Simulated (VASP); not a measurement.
Wanted: the native input for a VASP 6.6.1 run.

```
Task                   : single point
Functional             : PBE
Potentials or basis    : VASP PAW PBE potentials, release 64 (Ta_pv, Bi_d, O)
Cutoff                 : 520 eV
k mesh                 : 6 × 6 × 4
Occupations            : gaussian, width 0.2 eV
Spin                   : no spin polarisation
Dipole correction      : no
Further INCAR settings : ALGO = Normal; EDIFF = 1e-06; NBANDS = 42
```

The structure of Ta3BiO3 lies in POSCAR:

```
Ta3BiO3
1.0
   -3.9905179339      3.1471476130     -0.0055549226
   -3.9905179339     -3.1471476130     -0.0055549226
   -2.9881708813      0.0000000000      4.8857373621
Ta Bi O
3 1 3
Direct
    0.3522512714      0.3522512714      0.1288216526
    0.2927891530      0.7481244206      0.4323600427
    0.7481244206      0.2927891530      0.4323600427
    0.7958413963      0.7958413963      0.9466469303
    0.4926356316      0.0438797232      0.4488425429
    0.0438797232      0.4926356316      0.4488425429
    0.4486183540      0.4486183540      0.7342343159
```

These files were run (other wordings do the same):

INCAR

```
SYSTEM = Ta3BiO3
ALGO = Normal
EDIFF = 1E-6
ENCUT = 520
GGA = PE
ISIF = 2
ISMEAR = 0
LASPH = .TRUE.
LCHARG = .FALSE.
LREAL = .FALSE.
LWAVE = .FALSE.
NBANDS = 42
NELM = 80
PREC = Accurate
SIGMA = 0.2
```

KPOINTS

```
k-points
0
G
  6 6 4
  0 0 0
```

Potentials or basis: VASP PAW PBE potentials, release 64 (Ta_pv, Bi_d, O).

Run with:

```bash
$ cat potpaw_PBE.64/Ta_pv/POTCAR potpaw_PBE.64/Bi_d/POTCAR potpaw_PBE.64/O/POTCAR > POTCAR
$ mpirun -np 1 vasp_std > vasp.out
```

Results of the run:

```json
{"Pressure": "0.3 GPa", "Largest force": "0.073 eV/Å", "Band gap on the k mesh": "zero (bands 33 and 34 overlap by 1.05 eV)"}
```

Caveat: spin-orbit coupling is left out, which moves the levels of the heavy elements.

It took 6.7 min on 1 thread of Intel Xeon 8259CL, with other jobs on the host, peak memory 0.4 GiB.
